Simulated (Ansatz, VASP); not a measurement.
Two plane-wave programs on Be

```xyz
2
Lattice="0.0000 2.5010 2.5010 2.5010 0.0000 2.5010 2.5010 2.5010 0.0000" Properties=species:S:1:pos:R:3 pbc="T T T"
Be    0.6252    0.6252    0.6252
Be    4.3767    4.3767    4.3767
```

Alike in both runs: task single point; functional revPBE; k mesh 12 × 12 × 12; occupations fermi-dirac, width 0.1 eV; no spin polarisation.

|  | VASP | Ansatz |
| --- | --- | --- |
| version | VASP 6.6.1 | Ansatz 0.2.0 |
| potentials or method | VASP PAW PBE potentials, release 64 (Be), cutoff 520 eV | plane waves (420 eV) with PAW, scalar-relativistic |
| valence electrons in the cell | 4 | 4 |

```csv
,VASP,Ansatz,Ansatz less VASP
pressure (GPa),-1.5,-1.5,0.00
```

VASP's potentials were made for PBE, not for revPBE.
